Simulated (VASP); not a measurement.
**Cs2AgBiBr6: single point with PBEsol**

The system is Cs2AgBiBr6.

```
Cs Ag Bi Br
1.0
     0.00000    5.47950    5.47950
     5.47950    0.00000    5.47950
     5.47950    5.47950    0.00000
Cs Ag Bi Br
2 1 1 6
Direct
  0.25000 0.25000 0.25000
  0.75000 0.75000 0.75000
  0.50000 0.50000 0.50000
  0.00000 0.00000 0.00000
  0.25523 0.74477 0.25523
  0.25523 0.74477 0.74477
  0.74477 0.25523 0.74477
  0.74477 0.25523 0.25523
  0.25523 0.25523 0.74477
  0.74477 0.74477 0.25523
```

```json
{
  "Program": "VASP 6.6.1",
  "Task": "single point",
  "Functional": "PBEsol",
  "Potentials or basis": "VASP PAW PBE potentials, release 64 (Cs_sv, Ag, Bi_d, Br)",
  "Cutoff": "520 eV",
  "k mesh": "4 × 4 × 4",
  "Occupations": "gaussian, width 0.02 eV",
  "Spin": "no spin polarisation"
}
```

The pressure is 2.0 GPa, the largest force is 0.006 eV/Å and the band gap on the k mesh is 0.99 eV (least direct gap 2.34 eV).

Forces in eV/Å, atoms in the order of the input:
```
Cs   0.000  0.000  0.000
Cs   0.000  0.000  0.000
Ag   0.000  0.000  0.000
Bi   0.000  0.000  0.000
Br   0.000  0.006  0.000
Br  -0.006  0.000  0.000
Br   0.000 -0.006  0.000
Br   0.006  0.000  0.000
Br   0.000  0.000  0.006
Br   0.000  0.000 -0.006
```

Levels at points of the mesh, in eV from the valence-band top:
```
           k point  band 40  band 41  band 42  band 43  band 44  band 45  band 46  band 47
(0.00, 0.00, 0.00)    -1.50    -1.50    -0.72    -0.72     1.92     1.92     1.92     3.32
(0.50, 0.00, 0.00)    -1.87    -1.74    -1.47    -1.47     0.99     3.58     3.58     4.66
(0.50, 0.50, 0.00)    -1.90    -1.53    -0.73     0.00     2.51     2.51     2.93     4.64
```

Wall time 5.7 min on 1 thread of Oxide Virtual Turin-like Processor (shared host), peak memory 0.55 GiB.

Caveat: the PAW data sets were made with another functional, which shifts forces and pressure a little; spin-orbit coupling is left out, which moves the levels of the heavy elements. A k mesh can miss the band edges.
